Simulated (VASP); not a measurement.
# Si (a cell with a defect) in VASP: relaxation of the atoms with PBE+D3(BJ)

Aim: the relaxation of the atoms of Si (a cell with a defect) with PBE+D3(BJ).

Everything below comes from runs of VASP 6.6.1. Logs are shortened: lines on timing, memory, paths and dates and some standing lists are left out, and cuts for length are marked.

**1. The cell of the first run**

The cell holds a defect, 17 atoms: a = 7.679 Å, b = 7.679 Å, c = 7.679 Å, α = 60.00°, β = 60.00°, γ = 60.00°.

**2. Relaxation of the atoms, PBE+D3(BJ)**

Contents of INCAR:

```
SYSTEM = Si
  ALGO = Normal
  EDIFF = 1E-7
  EDIFFG = -0.03
  ENCUT = 520
  GGA = PE
  IBRION = 2
  ISIF = 2
  ISMEAR = 0
  IVDW = 12
  LASPH = .TRUE.
  LCHARG = .FALSE.
  LREAL = Auto
  LWAVE = .FALSE.
  NELM = 100
  NSW = 80
  PREC = Accurate
  SIGMA = 0.02
```

Contents of KPOINTS:

```
k-points
0
G
  2 2 2
  0 0 0
```

Contents of POSCAR:

```
Si
1.0
    0.0000000000      5.4300000000      5.4300000000
    5.4300000000      0.0000000000      5.4300000000
    5.4300000000      5.4300000000      0.0000000000
Si
17
Direct
    0.0000000000      0.0000000000      0.0000000000
    0.1250000000      0.1250000000      0.1250000000
    0.0000000000      0.0000000000      0.5000000000
    0.1250000000      0.1250000000      0.6250000000
    0.0000000000      0.5000000000      0.0000000000
    0.1250000000      0.6250000000      0.1250000000
    0.0000000000      0.5000000000      0.5000000000
    0.1250000000      0.6250000000      0.6250000000
    0.5000000000      0.0000000000      0.0000000000
    0.6250000000      0.1250000000      0.1250000000
    0.5000000000      0.0000000000      0.5000000000
    0.6250000000      0.1250000000      0.6250000000
    0.5000000000      0.5000000000      0.0000000000
    0.6250000000      0.6250000000      0.1250000000
    0.5000000000      0.5000000000      0.5000000000
    0.6250000000      0.6250000000      0.6250000000
    0.8793216700      0.3756649600      0.3702809500
```

Potentials or basis: VASP PAW PBE potentials, release 64 (Si).

Started as:

```bash
> cat potpaw_PBE.64/Si/POTCAR > POTCAR
> mpirun -np 1 vasp_std > vasp.out
```

OUTCAR:

```text
SYSTEM = Si
   EDIFF = 1E-7
   EDIFFG = -0.03
   ENCUT = 520
   GGA = PE
   IBRION = 2
   ISIF = 2
   ISMEAR = 0
   IVDW = 12
   LASPH = .TRUE.
   LREAL = Auto
   NELM = 100
   NSW = 80
   PREC = Accurate
 IVDW          = 12

 ion  position               nearest neighbor table
   1  0.000  0.000  0.000-   2 2.35   4 2.35   6 2.35  10 2.35
   2  0.125  0.125  0.125-   1 2.35   3 2.35   5 2.35   9 2.35  17 2.69
   3  0.000  0.000  0.500-   2 2.35   4 2.35   8 2.35  12 2.35  17 2.36
   4  0.125  0.125  0.625-   1 2.35   3 2.35   7 2.35  11 2.35  17 2.72
   5  0.000  0.500  0.000-  17 2.32   6 2.35   8 2.35  14 2.35   2 2.35
   6  0.125  0.625  0.125-   1 2.35   5 2.35   7 2.35  13 2.35  17 2.69
   7  0.000  0.500  0.500-  17 2.35   6 2.35   8 2.35  16 2.35   4 2.35
   8  0.125  0.625  0.625-   3 2.35   5 2.35   7 2.35  15 2.35
   9  0.500  0.000  0.000-   2 2.35  10 2.35  12 2.35  14 2.35
  10  0.625  0.125  0.125-   1 2.35   9 2.35  11 2.35  13 2.35
  11  0.500  0.000  0.500-   4 2.35  10 2.35  12 2.35  16 2.35
  12  0.625  0.125  0.625-   3 2.35   9 2.35  11 2.35  15 2.35  17 2.74
  13  0.500  0.500  0.000-   6 2.35  10 2.35  14 2.35  16 2.35
  14  0.625  0.625  0.125-   5 2.35   9 2.35  13 2.35  15 2.35  17 2.71
  15  0.500  0.500  0.500-   8 2.35  12 2.35  14 2.35  16 2.35  17 2.38
  16  0.625  0.625  0.625-   7 2.35  11 2.35  13 2.35  15 2.35  17 2.74
  17  0.879  0.376  0.370-   5 2.32   7 2.35   3 2.36  15 2.38   6 2.69   2 2.69  14 2.71   4 2.72
                            16 2.74  12 2.74

  LATTYP: Found a face centered cubic cell.
 ALAT       =    10.8600000000

  Lattice vectors:

 A1 = (   0.0000000000,   5.4300000000,   5.4300000000)
 A2 = (   5.4300000000,   0.0000000000,   5.4300000000)
 A3 = (   5.4300000000,   5.4300000000,   0.0000000000)

Analysis of symmetry for initial positions (statically):
=====================================================================
 Subroutine PRICEL returns:
 Original cell was already a primitive cell.

 Routine SETGRP: Setting up the symmetry group for a
 face centered cubic supercell.

 Subroutine GETGRP returns: Found  1 space group operations
 (whereof  1 operations were pure point group operations)
 out of a pool of 48 trial point group operations.

The static configuration has the point symmetry C_1 .

Analysis of symmetry for dynamics (positions and initial velocities):
=====================================================================
 Subroutine PRICEL returns:
 Original cell was already a primitive cell.

 Routine SETGRP: Setting up the symmetry group for a
 face centered cubic supercell.

 Subroutine GETGRP returns: Found  1 space group operations
 (whereof  1 operations were pure point group operations)
 out of a pool of 48 trial point group operations.
[... 94 lines left out ...]
  0.000000  0.500000  0.500000      1.000000
  0.500000  0.000000  0.500000      1.000000
   k-points           NKPTS =      8   k-points in BZ     NKDIM =      8   number of bands    NBANDS=     43
   number of dos      NEDOS =    301   number of ions     NIONS =     17
   total plane-waves  NPLWV = 216000
   dimension x,y,z NGX =    60 NGY =   60 NGZ =   60
   dimension x,y,z NGXF=   120 NGYF=  120 NGZF=  120
   ions per type =              17
   NGX,Y,Z   is equivalent  to a cutoff of  12.99, 12.99, 12.99 a.u.
   NGXF,Y,Z  is equivalent  to a cutoff of  25.98, 25.98, 25.98 a.u.
 SYSTEM =  Si
   PREC   = accura    normal or accurate (medium, high low for compatibility)
   ISTART =      0    job   : 0-new  1-cont  2-samecut
   ICHARG =      2    charge: 1-file 2-atom 10-const
   ISPIN  =      1    spin polarized calculation?
   LNONCOLLINEAR =      F non collinear calculations
   LSORBIT =      F    spin-orbit coupling
   LASPH  =      T    aspherical Exc in radial PAW
   ENCUT  =  520.0 eV  38.22 Ry    6.18 a.u.  14.28 14.28 14.28*2*pi/ulx,y,z
   NELM   =    100;   NELMIN=  2; NELMDL= -5     # of ELM steps
   EDIFF  = 0.1E-06   stopping-criterion for ELM
   LREAL  =      T    real-space projection
   EDIFFG = -.3E-01   stopping-criterion for IOM
   NSW    =     80    number of steps for IOM
   IBRION =      2    ionic relax: 0-MD 1-quasi-New 2-CG
   NFREE  =      1    steps in history (QN), initial steepest desc. (CG)
   ISIF   =      2    stress and relaxation
   ISYM   =      2    0-nonsym 1-usesym 2-fastsym
   POTIM  = 0.5000    time-step for ionic-motion
   TEBEG  =    0.0;   TEEND  =   0.0 temperature during run
   PSTRESS=    0.0 pullay stress
   NELECT =      68.0000    total number of electrons
   NUPDOWN=      -1.0000    fix difference up-down
   EMIN   =  10.00;   EMAX   =-10.00  energy-range for DOS
   EFERMI =   0.00;   METHOD = LEGACY
   ISMEAR =     0;   SIGMA  =   0.02  broadening in eV -4-tet -1-fermi 0-gaus
   EFERMI_NEDOS =   21; number of points for ismear=-14 and -15
   IALGO  =     38    algorithm
   IMIX   =      4    mixing-type and parameters
     AMIX     =   0.40;   BMIX     =  1.00
     AMIX_MAG =   1.60;   BMIX_MAG =  1.00
  volume/ion in A,a.u.               =      18.84       127.11
  Fermi-wavevector in a.u.,A,eV,Ry     =   0.976715  1.845724 12.979587  0.953973
  Thomas-Fermi vector in A             =   2.107356
   LORBIT       =      0    0 simple, 1 ext, 2 COOP (PROOUT), +10 PAW based schemes
   GGA     = PE    functional components
   LHFCALC =     F    Hartree Fock is set to
   AEXX    =    0.0000 exact exchange contribution
   IVDW    =    12    specifies the selected vdW correction
   LEPSILON=     F    determine dielectric tensor
   LRPA    =     F    only Hartree local field effects (RPA)
 conjugate gradient relaxation of ions
 non-spin polarized calculation
 Gauss-broadening in eV      SIGMA  =   0.02
  energy-cutoff  :      520.00
  volume of cell :      320.21
 maximum number of plane-waves:      8646
 NGX is ok and might be reduce to    60
   NGX = 29   NGY = 29   NGZ = 29

--------------------------------------- Ionic step        1  -------------------------------------------

 number of electron      68.0000003 magnetization

 Free energy of the ion-electron system (eV)
  ---------------------------------------------------
  ext. energy  EPLUGINS =         0.00000000
  ---------------------------------------------------
  free energy    TOTEN  =       -87.86568543 eV

  energy without entropy =      -87.86182970  energy(sigma->0) =      -87.86375757

------------------------ aborting loop because EDIFF is reached ----------------------------------------

 Edisp (eV)   -5.64460

 E8    (eV) :    -2.3350
[... 266 lines left out ...]
--------------------------------------- Ionic step        6  -------------------------------------------

 number of electron      68.0000001 magnetization

 Free energy of the ion-electron system (eV)
  ---------------------------------------------------
  ext. energy  EPLUGINS =         0.00000000
  ---------------------------------------------------
  free energy    TOTEN  =       -87.99004804 eV

  energy without entropy =      -87.98619151  energy(sigma->0) =      -87.98811977

 E-fermi :   6.9197     XC(G=0):  -9.6741

 val. band max:        6.6782742946   @ k =   0.0000   0.0000   0.0000
 cond. band min:       6.9257053948   @ k =   0.5000   0.0000   0.5000
 fundamental gap:      0.2474311002
 Fermi energy:         6.9196799654

 k-point     1 :       0.0000    0.0000    0.0000
  band No.  band energies     occupation
      1      -6.3201      2.00000
      2      -3.7728      2.00000
      3      -3.6299      2.00000
      4      -3.6288      2.00000
      5      -3.6278      2.00000
      6      -2.8084      2.00000
[... 405 lines left out ...]
  FREE ENERGIE OF THE ION-ELECTRON SYSTEM (eV)
  ---------------------------------------------------
  free  energy   TOTEN  =       -93.6334281848 eV

  energy  without entropy=      -93.6295716488  energy(sigma->0) =      -93.63149992

 reached required accuracy - stopping structural energy minimisation
```

CONTCAR:

```text
Si
   1.00000000000000
     0.0000000000000000    5.4299999999999997    5.4299999999999997
     5.4299999999999997    0.0000000000000000    5.4299999999999997
     5.4299999999999997    5.4299999999999997    0.0000000000000000
  Si
    17
Direct
     0.9985933352828960    0.0005176815605629    0.0003948493282276
     0.1280360000816699    0.1220516771898573    0.1219128291582388
     0.0020302444743117    0.9937255502091439    0.5021537455230227
     0.1279995851835277    0.1220482499979006    0.6279273212684803
     0.0024423660448342    0.5025264761636447    0.9924907969195500
     0.1280437298104044    0.6280173234860117    0.1219126834741829
[... 9 lines left out ...]
     0.6221392642231759    0.6279300019981068    0.6278867221427229
     0.8765236776262020    0.3752075877667636    0.3733754508136600

  0.00000000E+00  0.00000000E+00  0.00000000E+00
  0.00000000E+00  0.00000000E+00  0.00000000E+00
  0.00000000E+00  0.00000000E+00  0.00000000E+00
  0.00000000E+00  0.00000000E+00  0.00000000E+00
  0.00000000E+00  0.00000000E+00  0.00000000E+00
  0.00000000E+00  0.00000000E+00  0.00000000E+00
[... 9 lines left out ...]
  0.00000000E+00  0.00000000E+00  0.00000000E+00
  0.00000000E+00  0.00000000E+00  0.00000000E+00
```

Run time: 14 min. Hardware: 1 thread of Oxide Virtual Turin-like, shared host; peak memory 0.51 GiB.

Results:

* Free energy: -93.6334 eV
* Energy gained by relaxing: 7.2 meV/atom
* Ionic steps: 6
* Pressure after relaxing: 2.4 GPa
* Largest force after relaxing: 0.024 eV/Å
* Band gap on the k mesh: zero (bands 34 and 35 overlap by 0.25 eV)
* Dispersion energy per atom: -0.332 eV

Forces on the atoms (eV/Å):
```
Si  -0.001  0.003  0.001
Si   0.003 -0.005  0.004
Si  -0.008  0.002  0.004
Si   0.002 -0.002  0.000
Si  -0.002  0.003  0.003
Si  -0.003 -0.004 -0.003
Si  -0.004  0.001  0.008
Si   0.006  0.001 -0.007
Si   0.003  0.000 -0.002
Si   0.000  0.000  0.000
Si  -0.002 -0.005  0.001
Si  -0.002  0.004  0.001
Si   0.002  0.000 -0.003
Si  -0.008  0.001  0.007
Si  -0.001 -0.004  0.002
Si  -0.001  0.004  0.003
Si   0.015  0.001 -0.018
```

Step by step:
```csv
step,energy change (eV),largest force (eV/Å),pressure (GPa)
1,0.0000,1.0581,2.89
2,-0.1199,0.1141,2.41
3,-0.1205,0.1476,2.38
4,-0.1226,0.0509,2.39
5,-0.1227,0.0614,2.39
6,-0.1231,0.0239,2.40
```

Final structure:
```xyz
17
Lattice="0.0000 5.4300 5.4300 5.4300 0.0000 5.4300 5.4300 5.4300 0.0000" Properties=species:S:1:pos:R:3 pbc="T T T"
Si    0.0050    5.4245    5.4252
Si    1.3247    1.3572    1.3580
Si    8.1226    2.7377    5.4070
Si    4.0724    4.1047    1.3578
Si    8.1179    5.4025    2.7420
Si    4.0721    1.3573    4.1054
Si    5.4538    2.7385    2.7381
Si    6.7823    4.0720    4.0789
Si    0.0042    2.7197    2.7204
Si    1.3577    4.0725    4.0722
Si    2.7104    5.4259    2.7197
Si    4.0722    6.7876    4.0411
Si    2.7096    2.7199    5.4258
Si    4.0719    4.0403    6.7881
Si    5.4497    5.4105    5.4102
Si    6.8191    6.7876    6.7879
Si    4.0648    6.7870    6.7969
```

Levels at points of the mesh, in eV from the Fermi level:
| k point | band 30 | band 31 | band 32 | band 33 | band 34 | band 35 | band 36 | band 37 | band 38 | band 39 |
| --- | --- | --- | --- | --- | --- | --- | --- | --- | --- | --- |
| (0.00, 0.00, 0.00) | -1.76 | -0.83 | -0.83 | -0.83 | -0.25 | -0.25 | -0.24 | 0.08 | 0.08 | 0.40 |
| (0.50, 0.00, 0.00) | -1.59 | -1.58 | -1.44 | -1.44 | -0.35 | 0.52 | 0.53 | 0.89 | 0.89 | 1.28 |
| (0.00, 0.50, 0.00) | -1.59 | -1.58 | -1.44 | -1.44 | -0.35 | 0.52 | 0.53 | 0.89 | 0.89 | 1.28 |
| (0.00, 0.00, 0.50) | -1.59 | -1.58 | -1.44 | -1.44 | -0.35 | 0.52 | 0.53 | 0.89 | 0.89 | 1.28 |
| (0.50, 0.50, 0.50) | -1.59 | -1.58 | -1.44 | -1.44 | -0.35 | 0.52 | 0.53 | 0.89 | 0.89 | 1.28 |
| (0.50, 0.50, 0.00) | -2.03 | -2.03 | -1.90 | -1.00 | 0.01 | 0.70 | 1.01 | 1.02 | 1.14 | 1.89 |
| (0.00, 0.50, 0.50) | -2.03 | -2.03 | -1.90 | -1.00 | 0.01 | 0.70 | 1.01 | 1.02 | 1.14 | 1.89 |
| (0.50, 0.00, 0.50) | -2.03 | -2.03 | -1.90 | -1.00 | 0.01 | 0.70 | 1.02 | 1.02 | 1.14 | 1.89 |

Caveat: the k points lie up to 0.50 Å⁻¹ apart.

The gap in the log of VASP goes by the Fermi energy; the results here count the filled bands.